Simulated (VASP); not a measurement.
A run of VASP 6.6.1:

INCAR

```
ALGO     = Normal         # electronic algorithm
EDIFF    = 1E-6           # SCF threshold, eV
ENCUT    = 520            # plane-wave cutoff, eV
GGA      = PE             # functional
GGA_COMPAT= False        
ISIF     = 2              # what is computed and relaxed
ISMEAR   = -1             # smearing method
LASPH    = True           # aspherical terms in the spheres
LCHARG   = False          # write CHGCAR
LREAL    = False          # projectors in reciprocal space
LWAVE    = False          # write WAVECAR
NBANDS   = 16             # bands
NELM     = 120            # most SCF steps
NELMDL   = -8           
PREC     = Accurate       # precision mode
SIGMA    = 0.05           # smearing width, eV
```

File KPOINTS:

```
k-points
0
Gamma
  5 5 3
```

File POSCAR:

```
SiC
1.0
    3.0760000000      0.0000000000      0.0000000000
   -1.5380000000      2.6638940000      0.0000000000
    0.0000000000      0.0000000000      6.0480000000
Si C
2 2
Direct
    0.3333333333      0.6666666667      0.0000000000
    0.6666666667      0.3333333333      0.4173280423
    0.3333333333      0.6666666667      0.3213425926
    0.6666666667      0.3333333333      0.7386706349
```

Potentials or basis: VASP PAW PBE potentials, release 64 (Si, C).

The run is started by

```bash
$ cat potpaw_PBE.64/Si/POTCAR potpaw_PBE.64/C/POTCAR > POTCAR
$ mpirun -np 1 vasp_std > vasp.out
```

Hardware: 1 thread of AMD EPYC 9R45 96-Core Processor (Zen 5), on a shared host.

Q: How long does it take, and how much memory?

A: It took 6.9 s on 1 thread of AMD EPYC 9R45 96-Core Processor (Zen 5), with other jobs on the host, peak memory 0.13 GiB. Counts: scf iterations 17, k points 12.
